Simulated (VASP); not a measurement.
Crystal: GaSb.

```
Ga Sb
1.0
     0.00000    3.06603    3.06603
     3.06603    0.00000    3.06603
     3.06603    3.06603    0.00000
Ga Sb
1 1
Direct
  0.00000 0.00000 0.00000
  0.25000 0.25000 0.25000
```

```yaml
Program: VASP 6.6.1
Task: relaxation of cell and atoms
Functional: PBE
Potentials_or_basis: VASP PAW PBE potentials, release 64 (Ga_d, Sb)
Cutoff: 600 eV
k_mesh: 5 × 5 × 5
Occupations: fermi-dirac, width 0.1 eV
Spin: no spin polarisation
```

At the start: pressure 2.2 GPa; volume 28.82 Å³/atom.

Q: Where does the relaxation end?

A: Over 3 steps the energy falls by 9.3 meV/atom and the volume is 30.20 Å³/atom (+4.8 %); space group F-43m (No. 216, to 0.1 Å) before and after.

Step by step:
```tsv
step	energy change (eV)	largest force (eV/Å)	pressure (GPa)	volume (Å³)
1	0.0000	0.0000	2.24	57.64
2	-0.0176	0.0000	-0.47	61.08
3	-0.0186	0.0000	-0.01	60.40
```

Final structure:
```
Ga Sb
1.0
     0.00000    3.11418    3.11418
     3.11418    0.00000    3.11418
     3.11418    3.11418    0.00000
Ga Sb
1 1
Direct
  0.00000 0.00000 0.00000
  0.25000 0.25000 0.25000
```
